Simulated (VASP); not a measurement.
# P (Fd-3m) in VASP: further runs

The runs below take P through single point, with r2SCAN.

Program: VASP 6.6.1. These are calculated values, not measurements. Logs are shortened: lines on timing, memory, paths and dates and some standing lists are left out, and cuts for length are marked.

## (1) The cell of the first run

Symmetry: Fd-3m, No. 227, cubic system. The conventional cell has a = 5.504 Å, b = 5.504 Å, c = 5.504 Å, α = 90.00°, β = 90.00°, γ = 90.00°. Within 3.1 Å of P (site symmetry -43m) lie 4 P at 2.38 Å.

## (2) Single point, r2SCAN

The input, POSCAR:

```
P
1.0
    0.0000000000      2.7521348473      2.7521348473
    2.7521348473      0.0000000000      2.7521348473
    2.7521348473      2.7521348473      0.0000000000
P
2
Direct
    0.0000000000      0.0000000000      0.0000000000
    0.2500000000      0.2500000000      0.2500000000
```

The input, INCAR.step1:

```
PREC     = Accurate       # precision mode
ENCUT    = 520            # plane-wave cutoff, eV
ISMEAR   = -1             # smearing method
SIGMA    = 0.1            # smearing width, eV
LREAL    = False          # projectors in reciprocal space
LASPH    = True           # aspherical terms in the spheres
NELM     = 100            # most SCF steps
NBANDS   = 12             # bands
GGA      = PE             # functional
ALGO     = Normal         # electronic algorithm
EDIFF    = 1E-4           # SCF threshold, eV
LWAVE    = True           # write WAVECAR
LCHARG   = False          # write CHGCAR
```

The input, INCAR.step2:

```
PREC     = Accurate       # precision mode
ENCUT    = 520            # plane-wave cutoff, eV
EDIFF    = 1E-7           # SCF threshold, eV
ISMEAR   = -1             # smearing method
SIGMA    = 0.1            # smearing width, eV
LREAL    = False          # projectors in reciprocal space
LASPH    = True           # aspherical terms in the spheres
NELM     = 100            # most SCF steps
ALGO     = Normal         # electronic algorithm
ISIF     = 2              # what is computed and relaxed
LWAVE    = False          # write WAVECAR
LCHARG   = False          # write CHGCAR
METAGGA  = R2SCAN         # meta-GGA
LMIXTAU  = True         
NBANDS   = 12             # bands
ISTART   = 1
```

The input, KPOINTS:

```
Automatic mesh
0
Gamma
  11 11 11
```

Potentials or basis: VASP PAW PBE potentials, release 64 (P).

On the command line:

```sh
$ cat potpaw_PBE.64/P/POTCAR > POTCAR
$ cp INCAR.step1 INCAR
$ mpirun -np 1 vasp_std > vasp.out
$ cp INCAR.step2 INCAR
$ mpirun -np 1 vasp_std > vasp.out
```

OUTCAR:

```text
PREC = Accurate
   ENCUT = 520
   EDIFF = 1E-7
   ISMEAR = -1
   LREAL = False
   LASPH = True
   NELM = 100
   ISIF = 2
   METAGGA = R2SCAN
   ISTART = 1

 ion  position               nearest neighbor table
   1  0.000  0.000  0.000-   2 2.38   2 2.38   2 2.38   2 2.38
   2  0.250  0.250  0.250-   1 2.38   1 2.38   1 2.38   1 2.38

  LATTYP: Found a face centered cubic cell.
 ALAT       =     5.5042696946

  Lattice vectors:

 A1 = (   0.0000000000,   2.7521348473,   2.7521348473)
 A2 = (   2.7521348473,   0.0000000000,   2.7521348473)
 A3 = (   2.7521348473,   2.7521348473,   0.0000000000)

Analysis of symmetry for initial positions (statically):
=====================================================================
 Subroutine PRICEL returns:
 Original cell was already a primitive cell.

 Routine SETGRP: Setting up the symmetry group for a
 face centered cubic supercell.

 Subroutine GETGRP returns: Found 48 space group operations
 (whereof 24 operations were pure point group operations)
 out of a pool of 48 trial point group operations.

The static configuration has the point symmetry T_d .
 The point group associated with its full space group is O_h .

Analysis of symmetry for dynamics (positions and initial velocities):
=====================================================================
 Subroutine PRICEL returns:
 Original cell was already a primitive cell.

 Routine SETGRP: Setting up the symmetry group for a
 face centered cubic supercell.

 Subroutine GETGRP returns: Found 48 space group operations
 (whereof 24 operations were pure point group operations)
 out of a pool of 48 trial point group operations.

The dynamic configuration has the point symmetry T_d .
 The point group associated with its full space group is O_h .

 Subroutine INISYM returns: Found 48 space group operations
 (whereof 24 operations are pure point group operations),
 and found     1 'primitive' translations

----------------------------------------------------------------------------------------

                                     Primitive cell

  volume of cell :      41.6907

  direct lattice vectors                    reciprocal lattice vectors
     0.000000000  2.752134847  2.752134847    -0.181677144  0.181677144  0.181677144
     2.752134847  0.000000000  2.752134847     0.181677144 -0.181677144  0.181677144
[... 86 lines left out ...]
   LREAL  =      F    real-space projection
   EDIFFG = 0.1E-05   stopping-criterion for IOM
   NSW    =      0    number of steps for IOM
   IBRION =     -1    ionic relax: 0-MD 1-quasi-New 2-CG
   NFREE  =      0    steps in history (QN), initial steepest desc. (CG)
   ISIF   =      2    stress and relaxation
   ISYM   =      2    0-nonsym 1-usesym 2-fastsym
   POTIM  = 0.5000    time-step for ionic-motion
   TEBEG  =    0.0;   TEEND  =   0.0 temperature during run
   PSTRESS=    0.0 pullay stress
   NELECT =      10.0000    total number of electrons
   NUPDOWN=      -1.0000    fix difference up-down
   EMIN   =  10.00;   EMAX   =-10.00  energy-range for DOS
   EFERMI =   0.00;   METHOD = LEGACY
   ISMEAR =    -1;   SIGMA  =   0.10  broadening in eV -4-tet -1-fermi 0-gaus
   EFERMI_NEDOS =   21; number of points for ismear=-14 and -15
   IALGO  =     38    algorithm
   IMIX   =      4    mixing-type and parameters
     AMIX     =   0.40;   BMIX     =  1.00
     AMIX_MAG =   1.60;   BMIX_MAG =  1.00
  volume/ion in A,a.u.               =      20.85       140.67
  Fermi-wavevector in a.u.,A,eV,Ry     =   1.017174  1.922180 14.077164  1.034642
  Thomas-Fermi vector in A             =   2.150559
   LORBIT       =      0    0 simple, 1 ext, 2 COOP (PROOUT), +10 PAW based schemes
   METAGGA = R2SCAN    functional components
   LHFCALC =     F    Hartree Fock is set to
   AEXX    =    0.0000 exact exchange contribution
   IVDW    =     0    specifies the selected vdW correction
   LEPSILON=     F    determine dielectric tensor
   LRPA    =     F    only Hartree local field effects (RPA)
 non-spin polarized calculation
  energy-cutoff  :      520.00
  volume of cell :       41.69
 maximum number of plane-waves:      1139
 NGX is ok and might be reduce to    30
   NGX = 15   NGY = 15   NGZ = 15

 number of electron      10.0000000 magnetization

 Free energy of the ion-electron system (eV)
  ---------------------------------------------------
  ext. energy  EPLUGINS =         0.00000000
  ---------------------------------------------------
  free energy    TOTEN  =       -16.63860957 eV

  energy without entropy =      -16.60605864  energy(sigma->0) =      -16.62233411

 E-fermi :   5.7900     XC(G=0):  -9.9577

 val. band max:        5.7579182305   @ k =   0.2727   0.1818   0.0000
 cond. band min:       5.8438379008   @ k =   0.4545   0.3636   0.0909
 fundamental gap:      0.0859196702
 Fermi energy:         5.7900426157

 k-point     1 :       0.0000    0.0000    0.0000
  band No.  band energies     occupation
      1      -9.9328      2.00000
      2       2.2533      2.00000
      3       2.5331      2.00000
      4       2.5331      2.00000
      5       2.5331      2.00000
      6       5.8660      0.63747
      7       5.8660      0.63747
      8       5.8660      0.63746
      9      12.3045      0.00000
     10      12.9782      0.00000
     11      12.9782      0.00000
     12      16.5796      0.00000
[... 331 lines left out ...]
 k-point    24 :      -0.1818    0.1818    0.0000
  band No.  band energies     occupation
      1      -8.9329      2.00000
      2      -2.4681      2.00000
      3       0.4560      2.00000
      4       1.8991      2.00000
      5       4.9553      1.99953
      6       6.9878      0.00001
      7       7.1750      0.00000
      8       8.4785      0.00000
      9      11.5323      0.00000
     10      13.7168      0.00000
     11      14.4922      0.00000
     12      17.0250      0.00000

 [... further k-points ...]
[... 5 lines left out ...]
  --------------------------------------------------------------------------------------
  -------------------------------------------------------------------------------------
  Total       -0.4904101     -0.4904101     -0.4904101      0.0000000      0.0000000      0.0000000
  in kB      -18.8465050    -18.8465050    -18.8465050      0.0000000      0.0000000      0.0000000
  external PRESSURE =     -18.8465050 kB  Pullay stress =       0.0000000 kB

 VOLUME and BASIS-vectors are now :
 -----------------------------------------------------------------------------
  energy-cutoff  :      520.00
  volume of cell :       41.69
      direct lattice vectors                 reciprocal lattice vectors
     0.000000000  2.752134847  2.752134847    -0.181677144  0.181677144  0.181677144
     2.752134847  0.000000000  2.752134847     0.181677144 -0.181677144  0.181677144
     2.752134847  2.752134847  0.000000000     0.181677144  0.181677144 -0.181677144

 POSITION                                       TOTAL-FORCE (eV/Angst)
 -----------------------------------------------------------------------------------
      0.00000      0.00000      0.00000         0.000000      0.000000      0.000000
      1.37607      1.37607      1.37607        -0.000000     -0.000000     -0.000000
 -----------------------------------------------------------------------------------
    total drift:                                0.000000     -0.000000     -0.000000

  FREE ENERGIE OF THE ION-ELECTRON SYSTEM (eV)
  ---------------------------------------------------
  free  energy   TOTEN  =       -16.6386095652 eV

  energy  without entropy=      -16.6060586449  energy(sigma->0) =      -16.62233411
```

Run time: 91 s. Hardware: 1 thread of Intel Xeon 6975P-C, shared host; peak memory 0.17 GiB.

What came out:

```
Free energy            : -16.6386 eV
Pressure               : -1.9 GPa
Band gap on the k mesh : zero (band 5 reaches 6.66 eV, above the bottom of band 6 at 4.91 eV)
```

Levels at points of the mesh, in eV from the Fermi level:
```
           k point  band 1  band 2  band 3  band 4  band 5  band 6  band 7  band 8  band 9  band 10
(0.00, 0.00, 0.00)  -15.72   -3.54   -3.26   -3.26   -3.26    0.08    0.08    0.08    6.51     7.19
```

Caveat: the PAW data sets were made with another functional, which shifts forces and pressure a little.

(Continued in part 2 of 2.)
